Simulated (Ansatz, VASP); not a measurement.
## AlNi: VASP beside Ansatz

INCAR

```
PREC = Accurate ; ENCUT = 600
EDIFF = 1E-6 ; ISMEAR = -1
SIGMA = 0.05 ; LREAL = False
LASPH = True ; NELM = 150
ALGO = Fast ; ISIF = 3
LWAVE = False ; LCHARG = False
ISPIN = 2 ; MAGMOM = 1 0
LORBIT = 11 ; LMAXMIX = 4
GGA = B5 ; ALDAX = 1.0
AGGAX = 1.0 ; AGGAC = 1.0
ALDAC = 0.0 ; IBRION = 2
NSW = 60 ; EDIFFG = -0.01
```

Contents of KPOINTS:

```
Automatic mesh
0
Gamma
  9 9 9
```

The input POSCAR:

```
AlNi
1.0
    2.8810000000      0.0000000000      0.0000000000
    0.0000000000      2.8810000000      0.0000000000
    0.0000000000      0.0000000000      2.8810000000
Ni Al
1 1
Direct
    0.5000000000      0.5000000000      0.5000000000
    0.0000000000      0.0000000000      0.0000000000
```

Contents of input.yaml:

```yaml
crystal:
  lattice:
    - [2.881, 0.0, 0.0]
    - [0.0, 2.881, 0.0]
    - [0.0, 0.0, 2.881]
  atoms:
    - { symbol: Ni, position: [0.5, 0.5, 0.5], spin: 1.0 }
    - { symbol: Al, position: [0.0, 0.0, 0.0] }
hamiltonian:
  xc: blyp
  pseudopotentials: { kind: paw }
magnetization:
  spin_polarized: true
kpoints:
  mp_grid: { grid: [9, 9, 9] }
scf:
  occupations: { method: fermi_dirac, width: 0.05 }
output:
  forces: true
  stress: true
  eigenvalues: true
relax:
  f_tol: 0.01
  max_steps: 40
  cell: { stress_tol: 0.05 }
```

Alike in both runs: task relaxation of cell and atoms; functional BLYP; k mesh 9 × 9 × 9; occupations fermi-dirac, width 0.05 eV; collinear spin.

```csv
,VASP,Ansatz
version,VASP 6.6.1,Ansatz 0.2.0
potentials or method,"VASP PAW PBE potentials, release 64 (Ni, Al)",Ansatz PAW
plane-wave cutoff (eV),600,420
valence electrons in the cell,13,21
```

Ansatz gave:

```
gap on the k mesh at the Fermi level, each at its own relaxed structure (eV) : none
net moment per atom (μB)                                                     : 0.00
relaxed volume (Å³/atom)                                                     : 12.47
relaxed cell length with the largest relative difference (Å)                 : 2.921
```

What did VASP give for the same quantities?

gap on the k mesh at the Fermi level, each at its own relaxed structure (eV): none; net moment per atom (μB): 0.00; relaxed volume (Å³/atom): 12.49; relaxed cell length with the largest relative difference (Å): 2.923.

VASP's potentials were made for PBE, not for BLYP. A gap of «none» marks a metal or a gap that the smearing closes. VASP's potentials hold 13 valence electrons a cell and Ansatz's 21, so a difference there can come from the potentials and not from the codes.

Noted on Ansatz's run: the plane-wave basis is chosen anew once the cell has moved, so the energies of steps on either side of that aren't comparable.
